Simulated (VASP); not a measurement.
Crystal: Te3MoPt.

```
Te Mo Pt
1.0
     3.54655   -3.59471    0.00000
     3.54655    3.59471    0.00000
     0.00000    0.00000    4.75854
Te Mo Pt
3 1 1
Direct
  0.50000 0.00000 0.00000
  0.00000 0.50000 0.00000
  0.50000 0.50000 0.50000
  0.00000 0.00000 0.50000
  0.50000 0.50000 0.00000
```

The cell was generated, and may not be a known phase.

```yaml
Program: VASP 6.6.1
Task: relaxation of cell and atoms
Functional: PBE
Potentials_or_basis: VASP PAW PBE potentials, release 64 (Te, Mo_sv, Pt)
Cutoff: 600 eV
k_mesh: 4 × 4 × 4
Occupations: gaussian, width 0.1 eV
Spin: no spin polarisation
```

At the start: pressure 15.6 GPa; volume 24.27 Å³/atom.

Q: Where does the relaxation end?

A: Over 8 steps the energy falls by 191.3 meV/atom and the volume is 28.07 Å³/atom (+15.7 %); space group Cmmm (No. 65, to 0.1 Å) before and after.

Step by step:
| step | energy change (eV) | largest force (eV/Å) | pressure (GPa) | volume (Å³) |
| --- | --- | --- | --- | --- |
| 1 | 0.0000 | 0.0000 | 15.61 | 121.33 |
| 2 | -0.1073 | 0.0000 | -8.13 | 167.29 |
| 3 | -0.9453 | 0.0000 | -0.69 | 141.57 |
| 4 | -0.9460 | 0.0000 | -0.47 | 141.13 |
| 5 | -0.9460 | 0.0000 | -0.26 | 140.71 |
| 6 | -0.9562 | 0.0000 | 0.23 | 139.68 |
| 7 | -0.9562 | 0.0000 | 0.25 | 139.65 |
| 8 | -0.9565 | 0.0000 | -0.13 | 140.37 |

Final structure:
```cif
data_structure
_symmetry_space_group_name_H-M 'P 1'
_symmetry_Int_Tables_number 1
_cell_length_a 5.1954
_cell_length_b 5.1954
_cell_length_c 5.2008
_cell_angle_alpha 90.000
_cell_angle_beta 90.000
_cell_angle_gamma 90.694
_cell_volume 140.37
loop_
_atom_site_label
_atom_site_type_symbol
_atom_site_fract_x
_atom_site_fract_y
_atom_site_fract_z
_atom_site_occupancy
Te1 Te 0.50000 0.00000 0.00000 1
Te2 Te 0.00000 0.50000 0.00000 1
Te3 Te 0.50000 0.50000 0.50000 1
Mo1 Mo 0.00000 0.00000 0.50000 1
Pt1 Pt 0.50000 0.50000 0.00000 1
```

Caveat: the volume moved by over 15 % at a fixed basis, so the end points are rough; the highest band is partly filled, so the run has too few bands.
